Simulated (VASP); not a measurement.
Wanted: the native input for a VASP 6.6.1 run.

```yaml
Task: single point
Functional: PBEsol
Potentials_or_basis: VASP PAW PBE potentials, release 64 (Rb_sv)
Cutoff: 520 eV
k_mesh: 8 × 8 × 8
Occupations: fermi-dirac, width 0.1 eV
Spin: no spin polarisation
Dipole_correction: no
Further_INCAR_settings: ALGO = Normal; EDIFF = 1e-07; NBANDS = 10
```

The structure of Rb lies in POSCAR:

```
Rb
1.0
    4.6661892544      0.0000000000      0.0000000000
    0.0000000000      4.6661892544      0.0000000000
    0.0000000000      0.0000000000      4.6661892544
Rb
1
Direct
    0.0000000000      0.0000000000      0.0000000000
```

This cell differs from its parent crystal: volume scaled by 1.08.

One way to write it, as run:

INCAR

```
PREC = Accurate
ENCUT = 520
EDIFF = 1E-7
ISMEAR = -1
SIGMA = 0.1
LREAL = False
LASPH = True
NELM = 80
ALGO = Normal
ISIF = 2
LWAVE = False
LCHARG = False
GGA = PS
NBANDS = 10
```

KPOINTS

```
Automatic mesh
0
Gamma
  8 8 8
```

Potentials or basis: VASP PAW PBE potentials, release 64 (Rb_sv).

Command:

```console
$ cat potpaw_PBE.64/Rb_sv/POTCAR > POTCAR
$ mpirun -np 1 vasp_std > vasp.out
```

It gave:

| Item | Value |
| --- | --- |
| Pressure | -0.2 GPa |

Caveat: the PAW data sets were made with another functional, which shifts forces and pressure a little.

Wall time 44 s on 1 thread of Intel Xeon 8259CL (shared host), peak memory 0.21 GiB.
